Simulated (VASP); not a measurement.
# CoO (Fm-3m) in VASP: settings compared, part 2 of 4

VASP 6.6.1. The steps go on from the part before.

## 3. Band structure, PBE+U, collinear spin, ferromagnetic start

File INCAR:

```
SYSTEM = CoO
  GGA = PE
  ISPIN = 2
  MAGMOM = 2 0
  LORBIT = 11
  LDAU = .TRUE.
  LDAUTYPE = 2
  LDAUL = 2 -1
  LDAUU = 5 0
  LDAUJ = 0 0
  ISMEAR = 2
  SIGMA = 0.05
  LWAVE = .FALSE.
  LCHARG = .FALSE.
  NBANDS = 35
  PREC = Accurate
  LASPH = .TRUE.
  LREAL = .FALSE.
  ALGO = Normal
  EDIFF = 1E-6
  NELM = 200
  GGA_COMPAT = .FALSE.
  ENCUT = 640
  LMAXMIX = 4
  KPAR = 2
```

File KPOINTS:

```
Automatic mesh
0
Gamma
  25 25 25
  0 0 0
```

File KPOINTS_OPT:

```
path GXWKGLUWLK,UX
12
line-mode
reciprocal
 0.0000000000  0.0000000000  0.0000000000  G
 0.5000000000  0.0000000000  0.5000000000  X

 0.5000000000  0.0000000000  0.5000000000  X
 0.5000000000  0.2500000000  0.7500000000  W

 0.5000000000  0.2500000000  0.7500000000  W
 0.3750000000  0.3750000000  0.7500000000  K

 0.3750000000  0.3750000000  0.7500000000  K
 0.0000000000  0.0000000000  0.0000000000  G

 0.0000000000  0.0000000000  0.0000000000  G
 0.5000000000  0.5000000000  0.5000000000  L

 0.5000000000  0.5000000000  0.5000000000  L
 0.6250000000  0.2500000000  0.6250000000  U

 0.6250000000  0.2500000000  0.6250000000  U
 0.5000000000  0.2500000000  0.7500000000  W

 0.5000000000  0.2500000000  0.7500000000  W
 0.5000000000  0.5000000000  0.5000000000  L

 0.5000000000  0.5000000000  0.5000000000  L
 0.3750000000  0.3750000000  0.7500000000  K

 0.6250000000  0.2500000000  0.6250000000  U
 0.5000000000  0.0000000000  0.5000000000  X
```

File POSCAR:

```
CoO
1.0
    0.0000000000      2.1315000000      2.1315000000
    2.1315000000      0.0000000000      2.1315000000
    2.1315000000      2.1315000000      0.0000000000
Co O
1 1
Direct
    0.0000000000      0.0000000000      0.0000000000
    0.5000000000      0.5000000000      0.5000000000
```

Potentials or basis: VASP PAW PBE potentials, release 64 (Co, O).

Run with:

```bash
> cat potpaw_PBE.64/Co/POTCAR potpaw_PBE.64/O/POTCAR > POTCAR
> mpirun -np 2 vasp_std > vasp.out
```

OUTCAR:

```text
SYSTEM = CoO
   GGA = PE
   ISPIN = 2
   LORBIT = 11
   ISMEAR = 2
   PREC = Accurate
   LASPH = .TRUE.
   LREAL = .FALSE.
   EDIFF = 1E-6
   NELM = 200
   ENCUT = 640

 ion  position               nearest neighbor table
   1  0.000  0.000  0.000-   2 2.13   2 2.13   2 2.13   2 2.13   2 2.13   2 2.13
   2  0.500  0.500  0.500-   1 2.13   1 2.13   1 2.13   1 2.13   1 2.13   1 2.13

  LATTYP: Found a face centered cubic cell.
 ALAT       =     4.2630000000

  Lattice vectors:

 A1 = (   0.0000000000,   2.1315000000,   2.1315000000)
 A2 = (   2.1315000000,   0.0000000000,   2.1315000000)
 A3 = (   2.1315000000,   2.1315000000,   0.0000000000)

Analysis of symmetry for initial positions (statically):
=====================================================================
 Subroutine PRICEL returns:
 Original cell was already a primitive cell.

 Routine SETGRP: Setting up the symmetry group for a
 face centered cubic supercell.

 Subroutine GETGRP returns: Found 48 space group operations
 (whereof 48 operations were pure point group operations)
 out of a pool of 48 trial point group operations.

The static configuration has the point symmetry O_h .

Analysis of symmetry for dynamics (positions and initial velocities):
=====================================================================
 Subroutine PRICEL returns:
 Original cell was already a primitive cell.

 Routine SETGRP: Setting up the symmetry group for a
 face centered cubic supercell.

 Subroutine GETGRP returns: Found 48 space group operations
 (whereof 48 operations were pure point group operations)
 out of a pool of 48 trial point group operations.

The dynamic configuration has the point symmetry O_h .

Analysis of structural, dynamic, and magnetic symmetry:
=====================================================================
 Subroutine PRICEL returns:
 Original cell was already a primitive cell.

[... 160 lines left out ...]
  ext. energy  EPLUGINS =         0.00000000
  ---------------------------------------------------
  free energy    TOTEN  =       -10.49553461 eV

  energy without entropy =      -10.49539244  energy(sigma->0) =      -10.49549907

 E-fermi :   7.0667     XC(G=0): -12.3661

 val. band max:        7.0664446678   @ k =   0.3600   0.1600   0.0000
 cond. band min:       7.0670850395   @ k =   0.3600   0.2000   0.0800
 fundamental gap:      0.0006403717
 Fermi energy:         7.0667206882

 spin component 1

 k-point     1 :       0.0000    0.0000    0.0000
  band No.  band energies     occupation
      1     -12.0954      1.00000
      2       1.8147      1.00000
      3       1.8148      1.00000
      4       2.3966      1.00000
      5       2.3966      1.00000
      6       2.3966      1.00000
[... 517 lines left out ...]
     18      35.7523      0.00000
     19      35.9969      0.00000

 [... further k-points ...]

 spin component 2

 k-point     1 :       0.0000    0.0000    0.0000
  band No.  band energies     occupation
      1     -11.6928      1.00000
      2       5.4448      1.00000
      3       5.4448      1.00000
      4       5.4448      1.00000
      5       5.9171      1.00000
      6       5.9171      1.00000
[... 517 lines left out ...]
     18      36.3276      0.00000
     19      37.0711      0.00000

 [... further k-points ...]

 [bands above 19 left out]

------------------------ aborting loop because EDIFF is reached ----------------------------------------

  FORCE on cell =-STRESS in cart. coord.  units (eV):
  Direction    XX          YY          ZZ          XY          YZ          ZX
  --------------------------------------------------------------------------------------
  -------------------------------------------------------------------------------------
  Total       -0.3367529     -0.3367529     -0.3367529      0.0000000      0.0000000     -0.0000000
  in kB      -27.8571023    -27.8571023    -27.8571023      0.0000000      0.0000000     -0.0000000
  external PRESSURE =     -27.8571023 kB  Pullay stress =       0.0000000 kB

 VOLUME and BASIS-vectors are now :
 -----------------------------------------------------------------------------
  energy-cutoff  :      640.00
  volume of cell :       19.37
      direct lattice vectors                 reciprocal lattice vectors
     0.000000000  2.131500000  2.131500000    -0.234576589  0.234576589  0.234576589
     2.131500000  0.000000000  2.131500000     0.234576589 -0.234576589  0.234576589
     2.131500000  2.131500000  0.000000000     0.234576589  0.234576589 -0.234576589

 POSITION                                       TOTAL-FORCE (eV/Angst)
 -----------------------------------------------------------------------------------
      0.00000      0.00000      0.00000         0.000000     -0.000000      0.000000
      2.13150      2.13150      2.13150        -0.000000      0.000000     -0.000000
 -----------------------------------------------------------------------------------
    total drift:                                0.000000      0.000000      0.000000

  FREE ENERGIE OF THE ION-ELECTRON SYSTEM (eV)
  ---------------------------------------------------
  free  energy   TOTEN  =       -10.4955346092 eV

  energy  without entropy=      -10.4953924366  energy(sigma->0) =      -10.49549907

 total charge

# of ion       s       p       d       tot
------------------------------------------
    1        0.296   0.361   7.154   7.811
    2        1.548   3.453   0.000   5.001
--------------------------------------------------
tot          1.844   3.814   7.154  12.812

 magnetization (x)

# of ion       s       p       d       tot
------------------------------------------
    1        0.021   0.018   2.736   2.775
    2        0.020   0.211   0.000   0.231
--------------------------------------------------
tot          0.041   0.229   2.736   3.006
```

Wall time 3.6 min (2 MPI ranks of Intel Xeon 6975P-C (Granite Rapids), shared host); peak memory 0.97 GiB.

Results:

```yaml
Free_energy: -10.4955 eV
Pressure: -2.8 GPa
Band_gap_along_the_path: zero within the smearing
Net_moment: 3.00 μB per cell
Site_moments: Co +2.77; O +0.23 μB
Valence_electrons_inside_the_program's_atomic_spheres: Co 7.81; O 5.00
```

Levels at the corners of the path, in eV from the Fermi level:
Spin up:
| point | band 7 | band 8 | band 9 | band 10 | band 11 | band 12 |
| --- | --- | --- | --- | --- | --- | --- |
| Γ | -2.07 | -2.07 | -2.07 | 1.88 | 17.47 | 17.47 |
| X | -3.79 | -3.31 | -3.31 | 6.60 | 10.78 | 11.26 |
| X | -3.79 | -3.31 | -3.31 | 6.60 | 10.78 | 11.26 |
| W | -3.21 | -3.21 | -2.00 | 8.86 | 10.63 | 10.63 |
| W | -3.21 | -3.21 | -2.00 | 8.86 | 10.63 | 10.63 |
| K | -3.24 | -2.96 | -1.69 | 8.19 | 10.14 | 10.64 |
| K | -3.24 | -2.96 | -1.69 | 8.19 | 10.14 | 10.64 |
| Γ | -2.07 | -2.07 | -2.07 | 1.88 | 17.47 | 17.47 |
| Γ | -2.07 | -2.07 | -2.07 | 1.88 | 17.47 | 17.47 |
| L | -2.95 | -0.20 | -0.20 | 5.94 | 10.16 | 14.22 |
| L | -2.95 | -0.20 | -0.20 | 5.94 | 10.16 | 14.22 |
| U | -3.24 | -2.96 | -1.69 | 8.19 | 10.14 | 10.64 |
| U | -3.24 | -2.96 | -1.69 | 8.19 | 10.14 | 10.64 |
| W | -3.21 | -3.21 | -2.00 | 8.86 | 10.63 | 10.63 |
| W | -3.21 | -3.21 | -2.00 | 8.86 | 10.63 | 10.63 |
| L | -2.95 | -0.20 | -0.20 | 5.94 | 10.16 | 14.22 |
| L | -2.95 | -0.20 | -0.20 | 5.94 | 10.16 | 14.22 |
| K | -3.24 | -2.96 | -1.69 | 8.19 | 10.14 | 10.64 |
| U | -3.24 | -2.96 | -1.69 | 8.19 | 10.14 | 10.64 |
| X | -3.79 | -3.31 | -3.31 | 6.60 | 10.78 | 11.26 |
Spin down:
| point | band 3 | band 4 | band 5 | band 6 | band 7 | band 8 | band 9 | band 10 |
| --- | --- | --- | --- | --- | --- | --- | --- | --- |
| Γ | -1.62 | -1.62 | -1.15 | -1.15 | -1.15 | 2.38 | 2.75 | 2.75 |
| X | -2.88 | -2.88 | -2.18 | 0.00 | 0.00 | 3.26 | 3.62 | 7.59 |
| X | -2.88 | -2.88 | -2.18 | 0.00 | 0.00 | 3.26 | 3.62 | 7.59 |
| W | -4.77 | -3.81 | -0.34 | -0.34 | 0.00 | 3.55 | 4.10 | 9.89 |
| W | -4.77 | -3.81 | -0.34 | -0.34 | 0.00 | 3.55 | 4.10 | 9.89 |
| K | -4.76 | -3.08 | -0.88 | -0.14 | 0.10 | 3.72 | 4.10 | 9.07 |
| K | -4.76 | -3.08 | -0.88 | -0.14 | 0.10 | 3.72 | 4.10 | 9.07 |
| Γ | -1.62 | -1.62 | -1.15 | -1.15 | -1.15 | 2.38 | 2.75 | 2.75 |
| Γ | -1.62 | -1.62 | -1.15 | -1.15 | -1.15 | 2.38 | 2.75 | 2.75 |
| L | -3.31 | -3.31 | -0.08 | -0.08 | 0.21 | 4.99 | 4.99 | 6.18 |
| L | -3.31 | -3.31 | -0.08 | -0.08 | 0.21 | 4.99 | 4.99 | 6.18 |
| U | -4.76 | -3.08 | -0.88 | -0.14 | 0.10 | 3.72 | 4.10 | 9.07 |
| U | -4.76 | -3.08 | -0.88 | -0.14 | 0.10 | 3.72 | 4.10 | 9.07 |
| W | -4.77 | -3.81 | -0.34 | -0.34 | 0.00 | 3.55 | 4.10 | 9.89 |
| W | -4.77 | -3.81 | -0.34 | -0.34 | 0.00 | 3.55 | 4.10 | 9.89 |
| L | -3.31 | -3.31 | -0.08 | -0.08 | 0.21 | 4.99 | 4.99 | 6.18 |
| L | -3.31 | -3.31 | -0.08 | -0.08 | 0.21 | 4.99 | 4.99 | 6.18 |
| K | -4.76 | -3.08 | -0.88 | -0.14 | 0.10 | 3.72 | 4.10 | 9.07 |
| U | -4.76 | -3.08 | -0.88 | -0.14 | 0.10 | 3.72 | 4.10 | 9.07 |
| X | -2.88 | -2.88 | -2.18 | 0.00 | 0.00 | 3.26 | 3.62 | 7.59 |

Caveat: a cell with one magnetic atom can't hold antiferromagnetic order, which such compounds often take. The state reached can hang on the start; a lower one may exist.

(Continued in part 3 of 4.)
